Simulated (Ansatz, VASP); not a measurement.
**As in VASP and in Ansatz**

Contents of INCAR:

```
PREC = Accurate ; ENCUT = 500
EDIFF = 1E-6 ; ISMEAR = -1
SIGMA = 0.1 ; LREAL = F
LASPH = T ; NELM = 120
ALGO = Normal ; ISIF = 2
LWAVE = F ; LCHARG = F
GGA = CA ; NBANDS = 12
GGA_COMPAT = F
```

KPOINTS

```
Automatic mesh
0
Gamma
  8 8 8
```

The input POSCAR:

```
As
1.0
    1.8799878575      1.0854114956      3.3276505507
   -1.8799878575      1.0854114956      3.3276505507
    0.0000000000     -2.1708229912      3.3276505507
As
2
Direct
    0.7695128170      0.7695128170      0.7695128170
    0.2304871830      0.2304871830      0.2304871830
```

Input for Ansatz:

```yaml
crystal:
  lattice:
    - [1.8799878575, 1.0854114956, 3.3276505507]
    - [-1.8799878575, 1.0854114956, 3.3276505507]
    - [0.0, -2.1708229912, 3.3276505507]
  atoms:
    - { symbol: As, position: [0.769512817, 0.769512817, 0.769512817] }
    - { symbol: As, position: [0.230487183, 0.230487183, 0.230487183] }
hamiltonian:
  xc: lda
  pseudopotentials:
    kind: paw
    azcp:
      As: "pseudopotentials/As.paw.azcp"
basis:
  ecutwfc: 420
  fft_grid_basis: typed
kpoints:
  mp_grid: { grid: [8, 8, 8], shift: [0, 0, 0] }
magnetization:
  spin_polarized: false
scf:
  occupations: { method: fermi_dirac, width: 0.1 }
  lower_state_search: "off"
output:
  stress: true
```

Alike in both runs: task single point; functional LDA; k mesh 8 × 8 × 8; occupations fermi-dirac, width 0.1 eV; no spin polarisation.

|  | VASP | Ansatz |
| --- | --- | --- |
| version | VASP 6.6.1 | Ansatz 0.2.0 |
| potentials or method | VASP PAW LDA potentials, release 64 (As), cutoff 500 eV | plane waves (420 eV) with PAW, scalar-relativistic |
| valence electrons in the cell | 10 | 30 |

```tsv
	VASP	Ansatz	Ansatz less VASP
pressure (GPa)	0.4	0.0	-0.45
traceless stress, the component that is largest in VASP (GPa)	-0.11	0.01	+0.117
```

Ansatz warns that its potentials were made for another functional, while VASP's fit it. LDA's correlation is that of Perdew and Zunger in VASP and of Perdew and Wang (1992) in Ansatz. VASP's potentials hold 10 valence electrons a cell and Ansatz's 30, so a difference there can come from the potentials and not from the codes.
